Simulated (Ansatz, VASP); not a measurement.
# One calculation of SnO, two programs

```xyz
16
Lattice="-3.8053 3.8053 -4.7534 -3.8053 -3.8053 4.7534 3.8053 3.8053 4.7534" Properties=species:S:1:pos:R:3 pbc="T T T"
Sn   -3.8053    1.9026    1.1522
Sn    0.0000    1.9026    1.1522
Sn    0.0000    1.9026    5.9057
Sn    0.0000    5.7079    1.1522
Sn   -1.9026    0.0000    3.6012
Sn   -1.9026    3.8053   -1.1522
Sn   -1.9026    3.8053    3.6012
Sn    1.9026    3.8053    3.6012
O    -1.9026    1.9026    0.0000
O    -1.9026   -1.9026    4.7534
O     1.9026    1.9026    4.7534
O    -1.9026    1.9026    4.7534
O    -3.8053    0.0000    0.0000
O     0.0000    0.0000    0.0000
O     0.0000    0.0000    4.7534
O     0.0000    3.8053    0.0000
```

Alike in both runs: functional PBEsol; k mesh 8 × 8 × 8; occupations gaussian, width 0.1 eV; no spin polarisation.

Ansatz relaxed the structure, and its values are those at the end. VASP's run is a single point on that final structure, the one shown.

|  | VASP | Ansatz |
| --- | --- | --- |
| version | VASP 6.6.1 | Ansatz 0.2.0 |
| potentials or method | VASP PAW PBE potentials, release 64 (Sn_d, O), cutoff 520 eV | scalar-relativistic, plane waves, PAW |
| valence electrons in the cell | 160 | 160 |

VASP gave:

| Property | Result |
| --- | --- |
| gap on the k mesh at the Fermi level (eV) | none |
| pressure (GPa) | 0.2 |
| rms of the force components (eV/Å) | 0.034 |

**Question.** What did Ansatz give for the same quantities?

**Answer.** gap on the k mesh at the Fermi level (eV): none; pressure (GPa): 0.0; rms of the force components (eV/Å): 0.000.

VASP's potentials were made for PBE, not for PBEsol. A gap of «none» marks a metal or a gap that the smearing closes.
